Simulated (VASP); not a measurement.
A run of VASP 6.6.1 is set up as follows.

INCAR

```
SYSTEM = K
PREC     = Accurate       ! precision mode
ENCUT    = 520            ! plane-wave cutoff, eV
EDIFF    = 1E-6           ! SCF threshold, eV
ISMEAR   = 0              ! smearing method
SIGMA    = 0.15           ! smearing width, eV
LREAL    = .False.        ! projectors in reciprocal space
LASPH    = .True.         ! aspherical terms in the spheres
NELM     = 100            ! most SCF steps
ALGO     = Fast           ! electronic algorithm
ISIF     = 2              ! what is computed and relaxed
LWAVE    = .False.        ! write WAVECAR
LCHARG   = .True.         ! write CHGCAR
GGA      = PE             ! functional
LELF     = .True.         ! ELF
LVHAR    = .True.       
NBANDS   = 10             ! bands
```

File KPOINTS:

```
regular mesh
0
Gamma
  14 14 14
  0 0 0
```

File POSCAR:

```
K
1.0
   -2.6180000000      2.6180000000      2.4871000000
    2.6180000000     -2.6180000000      2.4871000000
    2.6180000000      2.6180000000     -2.4871000000
K
1
Direct
    0.0000000000      0.0000000000      0.0000000000
```

Potentials or basis: VASP PAW PBE potentials, release 64 (K_sv).

Launch:

```bash
$ cat potpaw_PBE.64/K_sv/POTCAR > POTCAR
$ mpirun -np 1 vasp_std > vasp.out
```

Task: What does it give for the pressure?

Result: 0.3 GPa.

Task: What does it give for the band gap on the k mesh?

Result: Zero (an odd number of electrons rules out a gap without spin polarisation).

Caveat: the cell differs from its parent crystal (strain +0.000 along x and y, -0.050 along z).
